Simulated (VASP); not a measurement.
Runs of VASP 6.6.1 on Si. The structure is that of space group Fd-3m (No. 227), or close to it. The cells are those of the table. 

| task | cell | gap on the mesh (eV) | pressure (GPa) |
| --- | --- | --- | --- |
| relaxation of volume and atoms at fixed shape | relaxed from a = 3.838 Å, angles 60.0°, 2 atoms | 0.65 | 0.0 |
| single point | a = 3.868 Å, angles 60.0°, 2 atoms | 0.65 | -0.1 |
| single point | a = 3.848 Å, angles 60.0°, 2 atoms | 0.63 | (a) |
| single point | a = 3.887 Å, angles 60.0°, 2 atoms | 0.67 | (b) |

Alike in all rows: level PBE; potentials or basis VASP PAW PBE potentials, release 64 (Si); no spin polarisation; k mesh 8 × 8 × 8; cutoff (eV) 500; smearing methfessel-paxton 0.02 eV.

Question: Estimate the missing entries.

Answer: (a) 1.3; (b) -1.3.

A k mesh can miss the band edges.
